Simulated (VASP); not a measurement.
Wanted: the native input for a VASP 6.6.1 run.

```yaml
Task: single point
Functional: PBE
Potentials_or_basis: VASP PAW PBE potentials, release 64 (Ni)
Cutoff: 520 eV
k_mesh: 21 × 21 × 21
Occupations: fermi-dirac, width 0.1 eV
Spin: no spin polarisation
Dipole_correction: no
Further_INCAR_settings: ALGO = Normal; EDIFF = 1e-06; NBANDS = 11
```

The structure of Ni lies in POSCAR:

```
Ni
1.0
   -1.1789182773      1.1789182773      1.1789182773
    1.1789182773     -1.1789182773      1.1789182773
    1.1789182773      1.1789182773     -1.1789182773
Ni
1
Direct
    0.0000000000      0.0000000000      0.0000000000
```

This cell differs from its parent crystal: volume scaled by 0.6.

These files were run (other wordings do the same):

INCAR

```
PREC = Accurate
ENCUT = 520
EDIFF = 1E-6
ISMEAR = -1
SIGMA = 0.1
LREAL = False
LASPH = True
NELM = 100
ALGO = Normal
ISIF = 2
LWAVE = False
LCHARG = True
GGA = PE
LELF = True
LVHAR = True
NBANDS = 11
```

KPOINTS

```
regular mesh
0
Gamma
  21 21 21
```

Potentials or basis: VASP PAW PBE potentials, release 64 (Ni).

The run is started by

```bash
$ cat potpaw_PBE.64/Ni/POTCAR > POTCAR
$ mpirun -np 1 vasp_std > vasp.out
```

Results of the run:

```
Pressure               : 339.0 GPa
Band gap on the k mesh : zero (band 5 reaches 19.58 eV, above the bottom of band 6 at 17.37 eV)
```

Caveat: the run has no spin polarisation, though such a crystal can be magnetic.

It took 5.2 s on 1 thread of Intel(R) Xeon(R) 6975P-C (Granite Rapids) (shared host), peak memory 0.13 GiB.
